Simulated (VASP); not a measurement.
# InP (F-43m) in VASP: single point with HSE06

Aim: the single point of InP with HSE06.

Everything below comes from runs of VASP 6.6.1. Logs are shortened: lines on timing, memory, paths and dates and some standing lists are left out, and cuts for length are marked.

## (1) The cell of the first run

It takes space group F-43m (No. 216, cubic). The conventional cell has a = 5.902 Å, b = 5.902 Å, c = 5.902 Å, α = 90.00°, β = 90.00°, γ = 90.00°. Within 3.4 Å of In (site symmetry -43m) lie 4 P at 2.56 Å. P (site symmetry -43m) has 4 In at 2.56 Å within 3.4 Å.

## (2) Single point, HSE06

The input, POSCAR:

```
InP
1.0
    0.0000000000      2.9509074850      2.9509074850
    2.9509074850      0.0000000000      2.9509074850
    2.9509074850      2.9509074850      0.0000000000
In P
1 1
Direct
    0.0000000000      0.0000000000      0.0000000000
    0.2500000000      0.2500000000      0.2500000000
```

The input, INCAR.step1:

```
SYSTEM = InP
ALGO = Normal
EDIFF = 1E-5
ENCUT = 520
GGA = PE
ISIF = 2
ISMEAR = 0
LASPH = .True.
LCHARG = .False.
LREAL = .False.
LWAVE = .True.
NBANDS = 16
NELM = 80
PREC = Accurate
SIGMA = 0.01
```

The input, INCAR.step2:

```
SYSTEM = InP
ALGO = Normal
EDIFF = 1E-6
ENCUT = 520
GGA = PE
HFSCREEN = 0.2079
ISIF = 2
ISMEAR = 0
ISTART = 1
LASPH = .True.
LCHARG = .False.
LHFCALC = .True.
LREAL = .False.
LWAVE = .False.
NBANDS = 16
NELM = 80
PREC = Accurate
PRECFOCK = Normal
SIGMA = 0.01
```

The input, KPOINTS:

```
k-points
0
Gamma
  6 6 6
  0 0 0
```

Potentials or basis: VASP PAW PBE potentials, release 64 (In_d, P).

Launch:

```bash
cat potpaw_PBE.64/In_d/POTCAR potpaw_PBE.64/P/POTCAR > POTCAR
cp INCAR.step1 INCAR
mpirun -np 1 vasp_std > vasp.out
cp INCAR.step2 INCAR
mpirun -np 1 vasp_std > vasp.out
```

OUTCAR:

```text
SYSTEM = InP
   EDIFF = 1E-6
   ENCUT = 520
   GGA = PE
   HFSCREEN = 0.2079
   ISIF = 2
   ISMEAR = 0
   ISTART = 1
   LASPH = .True.
   LHFCALC = .True.
   LREAL = .False.
   NELM = 80
   PREC = Accurate
   PRECFOCK = Normal

 ion  position               nearest neighbor table
   1  0.000  0.000  0.000-   2 2.56   2 2.56   2 2.56   2 2.56
   2  0.250  0.250  0.250-   1 2.56   1 2.56   1 2.56   1 2.56

  LATTYP: Found a face centered cubic cell.
 ALAT       =     5.9018149700

  Lattice vectors:

 A1 = (   0.0000000000,   2.9509074850,   2.9509074850)
 A2 = (   2.9509074850,   0.0000000000,   2.9509074850)
 A3 = (   2.9509074850,   2.9509074850,   0.0000000000)

Analysis of symmetry for initial positions (statically):
=====================================================================
 Subroutine PRICEL returns:
 Original cell was already a primitive cell.

 Routine SETGRP: Setting up the symmetry group for a
 face centered cubic supercell.

 Subroutine GETGRP returns: Found 24 space group operations
 (whereof 24 operations were pure point group operations)
 out of a pool of 48 trial point group operations.

The static configuration has the point symmetry T_d .

Analysis of symmetry for dynamics (positions and initial velocities):
=====================================================================
 Subroutine PRICEL returns:
 Original cell was already a primitive cell.

 Routine SETGRP: Setting up the symmetry group for a
 face centered cubic supercell.

 Subroutine GETGRP returns: Found 24 space group operations
 (whereof 24 operations were pure point group operations)
 out of a pool of 48 trial point group operations.

The dynamic configuration has the point symmetry T_d .

 Subroutine INISYM returns: Found 24 space group operations
 (whereof 24 operations are pure point group operations),
 and found     1 'primitive' translations

----------------------------------------------------------------------------------------

                                     Primitive cell

  volume of cell :      51.3921

  direct lattice vectors                    reciprocal lattice vectors
     0.000000000  2.950907485  2.950907485    -0.169439402  0.169439402  0.169439402
     2.950907485  0.000000000  2.950907485     0.169439402 -0.169439402  0.169439402
     2.950907485  2.950907485  0.000000000     0.169439402  0.169439402 -0.169439402

  length of vectors
     4.173213387  4.173213387  4.173213387     0.293477653  0.293477653  0.293477653
[... 79 lines left out ...]
   ISYM   =      3    0-nonsym 1-usesym 2-fastsym
   POTIM  = 0.5000    time-step for ionic-motion
   TEBEG  =    0.0;   TEEND  =   0.0 temperature during run
   PSTRESS=    0.0 pullay stress
   NELECT =      18.0000    total number of electrons
   NUPDOWN=      -1.0000    fix difference up-down
   EMIN   =  10.00;   EMAX   =-10.00  energy-range for DOS
   EFERMI =   0.00;   METHOD = LEGACY
   ISMEAR =     0;   SIGMA  =   0.01  broadening in eV -4-tet -1-fermi 0-gaus
   EFERMI_NEDOS =   21; number of points for ismear=-14 and -15
   IALGO  =     38    algorithm
   IMIX   =      1    mixing-type and parameters
     AMIX     =   0.40;   BMIX     =  1.00
     AMIX_MAG =   1.60;   BMIX_MAG =  1.00
  volume/ion in A,a.u.               =      25.70       173.41
  Fermi-wavevector in a.u.,A,eV,Ry     =   1.153985  2.180715 18.118618  1.331681
  Thomas-Fermi vector in A             =   2.290625
   LORBIT       =      0    0 simple, 1 ext, 2 COOP (PROOUT), +10 PAW based schemes
   GGA     = PE    functional components
   LHFCALC =     T    Hartree Fock is set to
   PRECFOCK=normal    Normal, Fast or Accurate (Low or Medium for compatibility)
   ENCUT4O =  -1.0   cutoff for four orbital integrals eV
   NKREDX  =     1    reduce k-point grid by
   NKREDY  =     1    reduce k-point grid by
   NKREDZ  =     1    reduce k-point grid by
   AEXX    =    0.2500 exact exchange contribution
   HFSCREEN=    0.2079 screening length (either q_TF or 0.3 A-1)
   HFSCREENC=   0.2079 screening length for correlation (either q_TF or 0.3 A-1)
   ENCUTFOCK=  -1.0 apply spherical cutoff to Coloumb kernel
   IVDW    =     0    specifies the selected vdW correction
   LEPSILON=     F    determine dielectric tensor
   LRPA    =     F    only Hartree local field effects (RPA)
 non-spin polarized calculation
 Gauss-broadening in eV      SIGMA  =   0.01
  energy-cutoff  :      520.00
  volume of cell :       51.39
 maximum number of plane-waves:      1411
  NGX = 24; NGY = 24; NGZ = 24

 number of electron      18.0000009 magnetization

 Free energy of the ion-electron system (eV)
  ---------------------------------------------------
  ext. energy  EPLUGINS =         0.00000000
  ---------------------------------------------------
  free energy    TOTEN  =        -9.98580809 eV

  energy without entropy =       -9.98580809  energy(sigma->0) =       -9.98580809

 E-fermi :   4.6366     XC(G=0):  -7.6580

 val. band max:        4.5453746838   @ k =   0.0000   0.0000   0.0000
 cond. band min:       5.9170594487   @ k =   0.0000   0.0000   0.0000
 fundamental gap:      1.3716847649
 Fermi energy:         4.6365898434

 k-point     1 :       0.0000    0.0000    0.0000
  band No.  band energies     occupation
      1     -11.3040      2.00000
      2     -11.3040      2.00000
      3     -11.3040      2.00000
      4     -11.1527      2.00000
      5     -11.1527      2.00000
      6      -8.0473      2.00000
[... 281 lines left out ...]
      3     -11.2116      2.00000
      4     -11.1796      2.00000
      5     -11.1332      2.00000
      6      -5.5028      2.00000
[... 8 lines left out ...]
     15      16.9900      0.00000
     16      17.6725      0.00000

------------------------ aborting loop because EDIFF is reached ----------------------------------------

  FORCE on cell =-STRESS in cart. coord.  units (eV):
  Direction    XX          YY          ZZ          XY          YZ          ZX
  --------------------------------------------------------------------------------------
  -------------------------------------------------------------------------------------
  Total       -0.0536340     -0.0536340     -0.0536340      0.0000000      0.0000000     -0.0000000
  in kB       -1.6720687     -1.6720687     -1.6720687      0.0000000      0.0000000     -0.0000000
  external PRESSURE =      -1.6720687 kB  Pullay stress =       0.0000000 kB

 VOLUME and BASIS-vectors are now :
 -----------------------------------------------------------------------------
  energy-cutoff  :      520.00
  volume of cell :       51.39
      direct lattice vectors                 reciprocal lattice vectors
     0.000000000  2.950907485  2.950907485    -0.169439402  0.169439402  0.169439402
     2.950907485  0.000000000  2.950907485     0.169439402 -0.169439402  0.169439402
     2.950907485  2.950907485  0.000000000     0.169439402  0.169439402 -0.169439402

 POSITION                                       TOTAL-FORCE (eV/Angst)
 -----------------------------------------------------------------------------------
      0.00000      0.00000      0.00000         0.000000      0.000000      0.000000
      1.47545      1.47545      1.47545        -0.000000     -0.000000     -0.000000
 -----------------------------------------------------------------------------------
    total drift:                                0.000060      0.000053      0.000036

  FREE ENERGIE OF THE ION-ELECTRON SYSTEM (eV)
  ---------------------------------------------------
  free  energy   TOTEN  =        -9.9858080877 eV

  energy  without entropy=       -9.9858080877  energy(sigma->0) =       -9.98580809
```

OSZICAR.step1:

```text
N       E                     dE             d eps       ncg     rms          rms(c)
DAV:   1     0.111978909440E+03    0.11198E+03   -0.83804E+03   512   0.124E+03
DAV:   2    -0.130189880458E+01   -0.11328E+03   -0.10813E+03   576   0.299E+02
DAV:   3    -0.859544297514E+01   -0.72935E+01   -0.72600E+01   664   0.732E+01
DAV:   4    -0.879728698627E+01   -0.20184E+00   -0.20179E+00   672   0.133E+01
DAV:   5    -0.880480832023E+01   -0.75213E-02   -0.75211E-02   728   0.209E+00    0.551E+00
DAV:   6    -0.841341576564E+01    0.39139E+00   -0.62031E-01   824   0.127E+01    0.331E+00
DAV:   7    -0.838557103923E+01    0.27845E-01   -0.15639E-01   704   0.308E+00    0.123E+00
DAV:   8    -0.838617924900E+01   -0.60821E-03   -0.15344E-02   672   0.145E+00    0.308E-01
DAV:   9    -0.838683472214E+01   -0.65547E-03   -0.13143E-03   600   0.384E-01    0.150E-01
DAV:  10    -0.838698867681E+01   -0.15395E-03   -0.24314E-04   800   0.200E-01    0.984E-02
DAV:  11    -0.838706606295E+01   -0.77386E-04   -0.12063E-04   576   0.963E-02    0.429E-02
DAV:  12    -0.838706522922E+01    0.83373E-06   -0.71790E-06   464   0.262E-02
   1 F= -.83870652E+01 E0= -.83870652E+01  d E =-.295271E-31
```

Wall time 45 min (1 thread of Oxide Virtual Turin-like, shared host); peak memory 0.27 GiB.

What came out:

```
Free energy            : -9.9858 eV
Pressure               : -0.2 GPa
Band gap on the k mesh : 1.37 eV
```

Caveat: the PAW data sets were made with another functional, which shifts forces and pressure a little; spin-orbit coupling is left out, which moves the levels of the heavy elements.
